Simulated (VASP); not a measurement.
# PbSe in VASP: a series of runs

The runs below take PbSe through single point, with PBE, r2SCAN.

Program: VASP 6.6.1. These are calculated values, not measurements. Logs are shortened: lines on timing, memory, paths and dates and some standing lists are left out, and cuts for length are marked.

**1. The cell of the first run**

It takes space group R-3m (No. 166, trigonal). Conventional cell: a = 4.368 Å, b = 4.368 Å, c = 10.593 Å, α = 90.00°, β = 90.00°, γ = 120.00°. Within 4.1 Å of Pb (site symmetry -3m) lie 6 Se at 3.08 Å. Se (site symmetry -3m) has 6 Pb at 3.08 Å within 4.1 Å.

**2. Single point, PBE (strain along [111] -1.0%)**

INCAR

```
SYSTEM = PbSe
PREC = Accurate ; ENCUT = 500
EDIFF = 1E-6 ; ISMEAR = -1
SIGMA = 0.02 ; LREAL = .FALSE.
LASPH = .TRUE. ; NELM = 120
ALGO = Normal ; ISIF = 2
LWAVE = .FALSE. ; LCHARG = .TRUE.
GGA = PE ; LELF = .TRUE.
LVHAR = .TRUE. ; NBANDS = 17
GGA_COMPAT = .FALSE.
```

KPOINTS

```
Automatic mesh
0
G
  8 8 8
  0 0 0
```

POSCAR

```
PbSe
1.0
   -0.0205913481      3.0681108710      3.0681108710
    3.0681108710     -0.0205913481      3.0681108710
    3.0681108710      3.0681108710     -0.0205913481
Pb Se
1 1
Direct
    0.0000000000      0.0000000000      0.0000000000
    0.5000000000      0.5000000000      0.5000000000
```

Potentials or basis: VASP PAW PBE potentials, release 64 (Pb_d, Se).

Started as:

```console
$ cat potpaw_PBE.64/Pb_d/POTCAR potpaw_PBE.64/Se/POTCAR > POTCAR
$ mpirun -np 1 vasp_std > vasp.out
```

OUTCAR:

```text
SYSTEM = PbSe
   PREC = Accurate
   ENCUT = 500
   EDIFF = 1E-6
   ISMEAR = -1
   LREAL = .FALSE.
   LASPH = .TRUE.
   NELM = 120
   ISIF = 2
   GGA = PE

 ion  position               nearest neighbor table
   1  0.000  0.000  0.000-   2 3.08   2 3.08   2 3.08   2 3.08   2 3.08   2 3.08
   2  0.500  0.500  0.500-   1 3.08   1 3.08   1 3.08   1 3.08   1 3.08   1 3.08

  LATTYP: Found a trigonal (rhomboedric) cell.
 ALAT       =     4.3390128644
 COS(alpha) =     0.4932774813

  Lattice vectors:

 A1 = (  -0.0205913481,   3.0681108710,   3.0681108710)
 A2 = (   3.0681108710,  -0.0205913481,   3.0681108710)
 A3 = (   3.0681108710,   3.0681108710,  -0.0205913481)

Analysis of symmetry for initial positions (statically):
=====================================================================
 Subroutine PRICEL returns:
 Original cell was already a primitive cell.

 Routine SETGRP: Setting up the symmetry group for a
 trigonal (rhombohedral) supercell.

 Subroutine GETGRP returns: Found 12 space group operations
 (whereof 12 operations were pure point group operations)
 out of a pool of 12 trial point group operations.

The static configuration has the point symmetry D_3d.

Analysis of symmetry for dynamics (positions and initial velocities):
=====================================================================
 Subroutine PRICEL returns:
 Original cell was already a primitive cell.

 Routine SETGRP: Setting up the symmetry group for a
 trigonal (rhombohedral) supercell.

 Subroutine GETGRP returns: Found 12 space group operations
 (whereof 12 operations were pure point group operations)
 out of a pool of 12 trial point group operations.

The dynamic configuration has the point symmetry D_3d.

 Subroutine INISYM returns: Found 12 space group operations
 (whereof 12 operations are pure point group operations),
 and found     1 'primitive' translations

----------------------------------------------------------------------------------------

                                     Primitive cell

  volume of cell :      58.3436

  direct lattice vectors                    reciprocal lattice vectors
    -0.020591348  3.068110871  3.068110871    -0.161335235  0.162425338  0.162425338
     3.068110871 -0.020591348  3.068110871     0.162425338 -0.161335235  0.162425338
     3.068110871  3.068110871 -0.020591348     0.162425338  0.162425338 -0.161335235

  length of vectors
     4.339012864  4.339012864  4.339012864     0.280700978  0.280700978  0.280700978

  position of ions in fractional coordinates (direct lattice)
     0.000000000  0.000000000  0.000000000
     0.500000000  0.500000000  0.500000000

  ion indices of the primitive-cell ions
   primitive index   ion index
                 1           1
                 2           2

----------------------------------------------------------------------------------------

 KPOINTS: Automatic mesh

Automatic generation of k-mesh.
 Grid dimensions read from file:
 generate k-points for:    8    8    8

 Generating k-lattice:

  Cartesian coordinates                     Fractional coordinates (reciprocal lattice)
    -0.020166904  0.020303167  0.020303167     0.125000000 -0.000000000 -0.000000000
     0.020303167 -0.020166904  0.020303167    -0.000000000  0.125000000 -0.000000000
     0.020303167  0.020303167 -0.020166904    -0.000000000 -0.000000000  0.125000000

  Length of vectors
     0.035087622  0.035087622  0.035087622

  Shift w.r.t. Gamma in fractional coordinates (k-lattice)
     0.000000000  0.000000000  0.000000000

 Subroutine IBZKPT returns following result:
 ===========================================

 Found     65 irreducible k-points:

 Following reciprocal coordinates:
            Coordinates               Weight
  0.000000  0.000000  0.000000      1.000000
  0.125000 -0.000000 -0.000000      6.000000
  0.250000 -0.000000 -0.000000      6.000000
  0.375000 -0.000000 -0.000000      6.000000
  0.500000 -0.000000 -0.000000      3.000000
  0.125000  0.125000 -0.000000      6.000000
[... 16 lines left out ...]
  0.250000  0.125000  0.125000      6.000000
  0.375000  0.125000  0.125000      6.000000
 [... further k-points ...]
   k-points           NKPTS =     65   k-points in BZ     NKDIM =     65   number of bands    NBANDS=     17
   number of dos      NEDOS =    301   number of ions     NIONS =      2
   total plane-waves  NPLWV =  32768
   dimension x,y,z NGX =    32 NGY =   32 NGZ =   32
   dimension x,y,z NGXF=    64 NGYF=   64 NGZF=   64
   ions per type =               1   1
   NGX,Y,Z   is equivalent  to a cutoff of  12.26, 12.26, 12.26 a.u.
   NGXF,Y,Z  is equivalent  to a cutoff of  24.52, 24.52, 24.52 a.u.
 SYSTEM =  PbSe
   PREC   = accura    normal or accurate (medium, high low for compatibility)
   ISTART =      0    job   : 0-new  1-cont  2-samecut
   ICHARG =      2    charge: 1-file 2-atom 10-const
   ISPIN  =      1    spin polarized calculation?
   LNONCOLLINEAR =      F non collinear calculations
   LSORBIT =      F    spin-orbit coupling
   LASPH  =      T    aspherical Exc in radial PAW
   ENCUT  =  500.0 eV  36.75 Ry    6.06 a.u.   7.91  7.91  7.91*2*pi/ulx,y,z
   NELM   =    120;   NELMIN=  2; NELMDL= -5     # of ELM steps
   EDIFF  = 0.1E-05   stopping-criterion for ELM
   LREAL  =      F    real-space projection
   EDIFFG = 0.1E-04   stopping-criterion for IOM
   NSW    =      0    number of steps for IOM
   IBRION =     -1    ionic relax: 0-MD 1-quasi-New 2-CG
   NFREE  =      0    steps in history (QN), initial steepest desc. (CG)
   ISIF   =      2    stress and relaxation
   ISYM   =      2    0-nonsym 1-usesym 2-fastsym
   POTIM  = 0.5000    time-step for ionic-motion
   TEBEG  =    0.0;   TEEND  =   0.0 temperature during run
   PSTRESS=    0.0 pullay stress
   NELECT =      20.0000    total number of electrons
   NUPDOWN=      -1.0000    fix difference up-down
   EMIN   =  10.00;   EMAX   =-10.00  energy-range for DOS
   EFERMI =   0.00;   METHOD = LEGACY
   ISMEAR =    -1;   SIGMA  =   0.02  broadening in eV -4-tet -1-fermi 0-gaus
   EFERMI_NEDOS =   21; number of points for ismear=-14 and -15
   IALGO  =     38    algorithm
   IMIX   =      4    mixing-type and parameters
     AMIX     =   0.40;   BMIX     =  1.00
     AMIX_MAG =   1.60;   BMIX_MAG =  1.00
  volume/ion in A,a.u.               =      29.17       196.86
  Fermi-wavevector in a.u.,A,eV,Ry     =   1.145743  2.165140 17.860723  1.312726
  Thomas-Fermi vector in A             =   2.282430
   LORBIT       =      0    0 simple, 1 ext, 2 COOP (PROOUT), +10 PAW based schemes
   GGA     = PE    functional components
   LHFCALC =     F    Hartree Fock is set to
   AEXX    =    0.0000 exact exchange contribution
   IVDW    =     0    specifies the selected vdW correction
   LEPSILON=     F    determine dielectric tensor
   LRPA    =     F    only Hartree local field effects (RPA)
 non-spin polarized calculation
  energy-cutoff  :      500.00
  volume of cell :       58.34
 maximum number of plane-waves:      1492
   NGX = 15   NGY = 15   NGZ = 15

 number of electron      19.9999995 magnetization

 Free energy of the ion-electron system (eV)
  ---------------------------------------------------
  ext. energy  EPLUGINS =         0.00000000
  ---------------------------------------------------
  free energy    TOTEN  =        -8.19026598 eV

  energy without entropy =       -8.19026413  energy(sigma->0) =       -8.19026505

 E-fermi :   5.0100     XC(G=0):  -9.4505

 val. band max:        4.8563928297   @ k =   0.5000  -0.0000  -0.0000
 cond. band min:       5.1439943260   @ k =   0.5000   0.5000   0.5000
 fundamental gap:      0.2876014963
 Fermi energy:         5.0100249127

 k-point     1 :       0.0000    0.0000    0.0000
  band No.  band energies     occupation
      1     -11.9541      2.00000
      2     -11.9538      2.00000
      3     -11.9538      2.00000
      4     -11.9479      2.00000
      5     -11.9479      2.00000
      6      -8.5922      2.00000
[... 9 lines left out ...]
     16      11.4980      0.00000
     17      13.0848      0.00000

 k-point     2 :       0.1250   -0.0000   -0.0000
  band No.  band energies     occupation
      1     -11.9550      2.00000
      2     -11.9543      2.00000
      3     -11.9515      2.00000
      4     -11.9481      2.00000
      5     -11.9456      2.00000
      6      -8.4780      2.00000
[... 9 lines left out ...]
     16      11.8191      0.00000
     17      14.1162      0.00000

 k-point     3 :       0.2500   -0.0000   -0.0000
  band No.  band energies     occupation
      1     -11.9624      2.00000
      2     -11.9603      2.00000
      3     -11.9510      2.00000
      4     -11.9380      2.00000
      5     -11.9359      2.00000
      6      -8.1651      2.00000
[... 9 lines left out ...]
     16      12.6749      0.00000
     17      15.9716      0.00000

 k-point     4 :       0.3750   -0.0000   -0.0000
  band No.  band energies     occupation
      1     -11.9702      2.00000
      2     -11.9677      2.00000
      3     -11.9501      2.00000
      4     -11.9271      2.00000
      5     -11.9256      2.00000
      6      -7.7723      2.00000
[... 9 lines left out ...]
     16      13.9574      0.00000
     17      16.2240      0.00000
[... 343 lines left out ...]
      1     -11.9536      2.00000
      2     -11.9515      2.00000
      3     -11.9515      2.00000
      4     -11.9489      2.00000
      5     -11.9489      2.00000
      6      -8.4762      2.00000
[... 9 lines left out ...]
     16      11.7111      0.00000
     17      14.1292      0.00000

 k-point    23 :       0.2500    0.1250    0.1250
  band No.  band energies     occupation
      1     -11.9574      2.00000
      2     -11.9556      2.00000
      3     -11.9527      2.00000
      4     -11.9462      2.00000
      5     -11.9395      2.00000
      6      -8.2925      2.00000
[... 9 lines left out ...]
     16      12.8795      0.00000
     17      14.0293      0.00000

 k-point    24 :       0.3750    0.1250    0.1250
  band No.  band energies     occupation
      1     -11.9656      2.00000
      2     -11.9649      2.00000
      3     -11.9501      2.00000
      4     -11.9363      2.00000
      5     -11.9311      2.00000
      6      -7.9427      2.00000
[... 9 lines left out ...]
     16      14.3563      0.00000
     17      15.2493      0.00000

 [... further k-points ...]
[... 5 lines left out ...]
  --------------------------------------------------------------------------------------
  -------------------------------------------------------------------------------------
  Total        0.5267669      0.5267669      0.5267669      0.0410250      0.0410250      0.0410250
  in kB       14.4655766     14.4655766     14.4655766      1.1265898      1.1265898      1.1265898
  external PRESSURE =      14.4655766 kB  Pullay stress =       0.0000000 kB

 VOLUME and BASIS-vectors are now :
 -----------------------------------------------------------------------------
  energy-cutoff  :      500.00
  volume of cell :       58.34
      direct lattice vectors                 reciprocal lattice vectors
    -0.020591348  3.068110871  3.068110871    -0.161335235  0.162425338  0.162425338
     3.068110871 -0.020591348  3.068110871     0.162425338 -0.161335235  0.162425338
     3.068110871  3.068110871 -0.020591348     0.162425338  0.162425338 -0.161335235

 POSITION                                       TOTAL-FORCE (eV/Angst)
 -----------------------------------------------------------------------------------
      0.00000      0.00000      0.00000        -0.000000     -0.000000      0.000000
      3.05782      3.05782      3.05782         0.000000      0.000000     -0.000000
 -----------------------------------------------------------------------------------
    total drift:                                0.000000     -0.000000     -0.000000

  FREE ENERGIE OF THE ION-ELECTRON SYSTEM (eV)
  ---------------------------------------------------
  free  energy   TOTEN  =        -8.1902659810 eV

  energy  without entropy=       -8.1902641270  energy(sigma->0) =       -8.19026505
```

Wall time 19 s (1 thread of Intel Xeon 6975P-C (Granite Rapids), shared host); peak memory 0.21 GiB.

What came out:

```yaml
Free_energy: -8.1903 eV
Pressure: 1.4 GPa
Band_gap_on_the_k_mesh: 0.29 eV, indirect (least direct gap 0.34 eV)
```

Caveat: the cell differs from its parent crystal (strain along [111] -1.0%); spin-orbit coupling is left out, which moves the levels of the heavy elements. A k mesh can miss the band edges.

(Continued in part 2 of 3.)
